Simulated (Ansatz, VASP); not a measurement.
# BaTiO3 in VASP and in Ansatz

Contents of INCAR:

```
SYSTEM = BaTiO3
  PREC = Accurate
  ENCUT = 520
  EDIFF = 1E-6
  ISMEAR = 0
  SIGMA = 0.05
  LREAL = .False.
  LASPH = .True.
  NELM = 80
  ALGO = Normal
  ISIF = 2
  LWAVE = .False.
  LCHARG = .False.
  GGA = PE
  NBANDS = 28
```

File KPOINTS:

```
Automatic mesh
0
Gamma
  8 8 6
  0 0 0
```

The input POSCAR:

```
BaTiO3
1.0
    4.0451339662      0.0000000000      0.0000000000
    0.0000000000      4.0451339662      0.0000000000
    0.0000000000      0.0000000000      4.0757530286
Ba Ti O
1 1 3
Direct
    0.0000000000      0.0000000000      0.9863187693
    0.5000000000      0.5000000000      0.4690806688
    0.5000000000      0.5000000000      0.0378497747
    0.5000000000      0.0000000000      0.5173753936
    0.0000000000      0.5000000000      0.5173753936
```

Input for Ansatz:

```yaml
crystal:
  lattice:
    - [4.0451339662, 0.0, 0.0]
    - [0.0, 4.0451339662, 0.0]
    - [0.0, 0.0, 4.0757530286]
  atoms:
    - { symbol: Ba, position: [0.0, 0.0, 0.9863187693] }
    - { symbol: Ti, position: [0.5, 0.5, 0.4690806688] }
    - { symbol: O, position: [0.5, 0.5, 0.0378497747] }
    - { symbol: O, position: [0.5, 0.0, 0.5173753936] }
    - { symbol: O, position: [0.0, 0.5, 0.5173753936] }
basis:
  ecutwfc: 420
kpoints:
  mp_grid: { grid: [8, 8, 6] }
hamiltonian:
  xc: pbe
scf:
  occupations: { method: gaussian, width: 0.05 }
output:
  forces: true
  stress: true
  eigenvalues: true
```

Change from the starting cell: strain +0.015 along x and y, -0.030 along z, atoms carried along.

Alike in both runs: task single point; functional PBE; k mesh 8 × 8 × 6; occupations gaussian, width 0.05 eV; no spin polarisation.

|  | VASP | Ansatz |
| --- | --- | --- |
| version | VASP 6.6.1 | Ansatz 0.2.0 |
| potentials or method | VASP PAW PBE potentials, release 64 (Ba_sv, Ti_sv, O), cutoff 520 eV | scalar-relativistic, plane waves, PAW |
| valence electrons in the cell | 40 | 40 |

Ansatz gave:

```
gap on the k mesh at the Fermi level (eV)                     : 1.88
least direct gap on the mesh (eV)                             : 2.33
pressure (GPa)                                                : 0.4
traceless stress, the component that is largest in VASP (GPa) : 5.51
rms of the force components (eV/Å)                            : 0.324
```

Problem. What did VASP give for the same quantities?

Solution. gap on the k mesh at the Fermi level (eV): 1.81; least direct gap on the mesh (eV): 2.29; pressure (GPa): 2.0; traceless stress, the component that is largest in VASP (GPa): 5.73; rms of the force components (eV/Å): 0.368.

Atom by atom the forces differ by 0.046 eV/Å (rms over components).

Neither program's run includes spin-orbit coupling.
